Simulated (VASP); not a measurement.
**Sn: single point with PBE+D3(BJ)**

The system is Sn.

```
Sn
1.0
    -1.74201    1.74258    1.93424
     1.74201   -1.74258    1.93424
     1.74201    1.74258   -1.93424
Sn
1
Direct
  0.00000 0.00000 0.00000
```

This cell differs from its parent crystal: volume scaled by 0.88, then relaxed in part.

* Program: VASP 6.6.1
* Task: single point
* Functional: PBE
* Dispersion: D3(BJ)
* Potentials or basis: VASP PAW PBE potentials, release 64 (Sn_d)
* Cutoff: 520 eV
* k mesh: 16 × 16 × 16
* Occupations: gaussian, width 0.1 eV
* Spin: no spin polarisation
* Dipole correction: no
* Further INCAR settings: ALGO = Fast; EDIFF = 1e-06; NBANDS = 13

| Item | Value |
| --- | --- |
| Pressure | 8.5 GPa |
| Band gap on the k mesh | zero (band 7 reaches 19.01 eV, above the bottom of band 8 at 7.17 eV) |
| Dispersion energy per atom | -0.446 eV |

Levels at points of the mesh, in eV from the Fermi level:
| k point | band 3 | band 4 | band 5 | band 6 | band 7 | band 8 | band 9 | band 10 | band 11 | band 12 |
| --- | --- | --- | --- | --- | --- | --- | --- | --- | --- | --- |
| (0.00, 0.00, 0.00) | -21.66 | -21.53 | -21.47 | -12.26 | 9.00 | 9.42 | 9.43 | 11.52 | 13.23 | 13.24 |
| (0.50, 0.00, 0.00) | -21.54 | -21.48 | -21.37 | -6.82 | -5.34 | 4.71 | 6.59 | 9.45 | 9.52 | 13.73 |
| (0.00, 0.50, 0.00) | -21.54 | -21.48 | -21.37 | -6.82 | -5.34 | 4.70 | 6.58 | 9.45 | 9.51 | 13.73 |
| (0.50, 0.50, 0.00) | -21.48 | -21.46 | -21.35 | -6.04 | -4.99 | 3.24 | 4.65 | 7.65 | 7.77 | 18.29 |
| (0.50, 0.50, 0.50) | -21.41 | -21.38 | -21.38 | -2.04 | -2.00 | 0.11 | 0.12 | 3.76 | 4.37 | 19.16 |

Wall time 86 s on 1 thread of Intel Xeon 6975P-C (shared host), peak memory 0.29 GiB.

Caveat: spin-orbit coupling is left out, which moves the levels of the heavy elements; pairwise dispersion overbinds metals, which lowers pressure and volume.
